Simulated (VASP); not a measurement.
A run of VASP 6.6.1:

POSCAR

```
VN
1.0
    0.0000000000      2.0650000000      2.0650000000
    2.0650000000      0.0000000000      2.0650000000
    2.0650000000      2.0650000000      0.0000000000
V N
1 1
Direct
    0.0370000000      0.0185000000      0.0123333333
    0.5370000000      0.5185000000      0.5123333333
```

File INCAR.step1:

```
SYSTEM = VN
  PREC = Accurate
  ENCUT = 660
  ISMEAR = -1
  SIGMA = 0.1
  LREAL = .False.
  LASPH = .True.
  NELM = 120
  NBANDS = 16
  GGA = PE
  ALGO = Normal
  EDIFF = 1E-5
  LWAVE = .True.
  LCHARG = .False.
  GGA_COMPAT = .False.
```

Contents of INCAR.step2:

```
SYSTEM = VN
  PREC = Accurate
  ENCUT = 660
  EDIFF = 1E-6
  ISMEAR = -1
  SIGMA = 0.1
  LREAL = .False.
  LASPH = .True.
  NELM = 120
  ALGO = Normal
  ISIF = 2
  LWAVE = .False.
  LCHARG = .False.
  METAGGA = R2SCAN
  LMIXTAU = .True.
  NBANDS = 16
  ISTART = 1
  GGA_COMPAT = .False.
```

File KPOINTS:

```
Automatic mesh
0
Gamma
  4 4 4
  0.5 0.5 0.5
```

Potentials or basis: VASP PAW PBE potentials, release 64 (V_sv, N).

Command:

```bash
$ cat potpaw_PBE.64/V_sv/POTCAR potpaw_PBE.64/N/POTCAR > POTCAR
$ cp INCAR.step1 INCAR
$ mpirun -np 1 vasp_std > vasp.out
$ cp INCAR.step2 INCAR
$ mpirun -np 1 vasp_std > vasp.out
```

Hardware: 1 thread of Intel(R) Xeon(R) 6975P-C (Granite Rapids), with other jobs on the host.

Q: Estimate the wall time of this run.

A: It took 8.8 s on 1 thread of Intel(R) Xeon(R) 6975P-C (Granite Rapids) (shared host), peak memory 0.14 GiB. Counts: k points 10.
